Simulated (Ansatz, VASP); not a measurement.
# Two plane-wave programs on SnGeTe3

Contents of INCAR:

```
SYSTEM = SnGeTe3
  ALGO = Normal
  EDIFF = 1E-6
  ENCUT = 520
  GGA = PE
  ISIF = 2
  ISMEAR = 0
  LASPH = .TRUE.
  LCHARG = .FALSE.
  LREAL = .FALSE.
  LWAVE = .FALSE.
  NBANDS = 31
  NELM = 100
  PREC = Accurate
  SIGMA = 0.1
```

KPOINTS

```
k-points
0
G
  4 4 4
  0 0 0
```

Contents of POSCAR:

```
SnGeTe3
1.0
    5.4194130500      0.0000000000      0.0000000000
    0.0000000000      5.4194130500      0.0000000000
    0.0000000000      0.0000000000      5.4194130500
Sn Ge Te
1 1 3
Direct
    0.5000000000      0.5000000000      0.5000000000
    0.0000000000      0.0000000000      0.0000000000
    0.5000000000      0.0000000000      0.0000000000
    0.0000000000      0.5000000000      0.0000000000
    0.0000000000      0.0000000000      0.5000000000
```

Input for Ansatz:

```yaml
crystal:
  lattice:
    - [5.41941305, 0.0, 0.0]
    - [0.0, 5.41941305, 0.0]
    - [0.0, 0.0, 5.41941305]
  atoms:
    - { symbol: Sn, position: [0.5, 0.5, 0.5] }
    - { symbol: Ge, position: [0.0, 0.0, 0.0] }
    - { symbol: Te, position: [0.5, 0.0, 0.0] }
    - { symbol: Te, position: [0.0, 0.5, 0.0] }
    - { symbol: Te, position: [0.0, 0.0, 0.5] }
basis:
  ecutwfc: 420
kpoints:
  mp_grid: { grid: [4, 4, 4] }
hamiltonian:
  xc: pbe
scf:
  occupations: { method: gaussian, width: 0.1 }
  lower_state_search: "off"
output:
  forces: true
  stress: true
  eigenvalues: true
```

Change from the starting cell: species swapped into the Tb3GaC type (Pm-3m, No. 221).

Alike in both runs: task single point; functional PBE; k mesh 4 × 4 × 4; occupations gaussian, width 0.1 eV; no spin polarisation.

|  | VASP | Ansatz |
| --- | --- | --- |
| version | VASP 6.6.1 | Ansatz 0.2.0 |
| potentials or method | VASP PAW PBE potentials, release 64 (Sn_d, Ge_d, Te), cutoff 520 eV | scalar-relativistic, plane waves, PAW |
| valence electrons in the cell | 46 | 76 |

|  | VASP | Ansatz | Ansatz less VASP |
| --- | --- | --- | --- |
| gap on the k mesh at the Fermi level (eV) | none | none | - |
| pressure (GPa) | 0.8 | 0.8 | +0.01 |

A gap of «none» marks a metal or a gap that the smearing closes. VASP's potentials hold 46 valence electrons a cell and Ansatz's 76, so a difference there can come from the potentials and not from the codes.

Neither program's run includes spin-orbit coupling.
